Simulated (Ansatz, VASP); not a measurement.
**F: VASP beside Ansatz**

File INCAR:

```
PREC = Accurate
ENCUT = 520
EDIFF = 1E-6
ISMEAR = 0
SIGMA = 0.05
LREAL = F
LASPH = T
NELM = 60
ALGO = Normal
ISIF = 2
LWAVE = F
LCHARG = T
GGA = PS
LELF = T
LVHAR = T
NBANDS = 22
```

File KPOINTS:

```
Automatic mesh
0
Gamma
  4 4 2
```

POSCAR

```
F
1.0
    3.1573117572     -1.8146152765     -0.2435191204
    3.1573117572      1.8146152765     -0.2435191204
   -2.3740572529      0.0000000000      7.2670371310
F
4
Direct
    0.0848459664      0.0848459664      0.0940038325
    0.9151540336      0.9151540336      0.9059961675
    0.5015719855      0.5015719855      0.5937195244
    0.4984280145      0.4984280145      0.4062804756
```

Input for Ansatz:

```yaml
crystal:
  lattice:
    - [3.1573117572, -1.8146152765, -0.2435191204]
    - [3.1573117572, 1.8146152765, -0.2435191204]
    - [-2.3740572529, 0.0, 7.267037131]
  atoms:
    - { symbol: F, position: [0.0848459664, 0.0848459664, 0.0940038325] }
    - { symbol: F, position: [0.9151540336, 0.9151540336, 0.9059961675] }
    - { symbol: F, position: [0.5015719855, 0.5015719855, 0.5937195244] }
    - { symbol: F, position: [0.4984280145, 0.4984280145, 0.4062804756] }
basis:
  ecutwfc: 520.0
kpoints:
  mp_grid: { grid: [4, 4, 2] }
hamiltonian:
  xc: pbesol
scf:
  occupations: { method: gaussian, width: 0.05 }
output:
  forces: true
  stress: true
  eigenvalues: true
```

Alike in both runs: task single point; functional PBEsol; k mesh 4 × 4 × 2; occupations gaussian, width 0.05 eV; no spin polarisation.

|  | VASP | Ansatz |
| --- | --- | --- |
| version | VASP 6.6.1 | Ansatz 0.2.0 |
| potentials or method | VASP PAW PBE potentials, release 64 (F), cutoff 520 eV | scalar-relativistic, plane waves, PAW |
| valence electrons in the cell | 28 | 28 |

```tsv
	VASP	Ansatz	Ansatz less VASP
gap on the k mesh at the Fermi level (eV)	2.75	2.83	+0.073
least direct gap on the mesh (eV)	2.83	2.90	+0.073
pressure (GPa)	-1.5	-1.8	-0.26
traceless stress, the component that is largest in VASP (GPa)	-1.53	-2.70	-1.174
rms of the force components (eV/Å)	0.291	0.510	+0.2194
```

VASP's potentials were made for PBE, not for PBEsol. Atom by atom the forces differ by 0.219 eV/Å (rms over components). The functional is the same, so the differences come from potentials, cutoffs and numerics.

The k mesh is coarse, so the values compare programs but aren't converged.
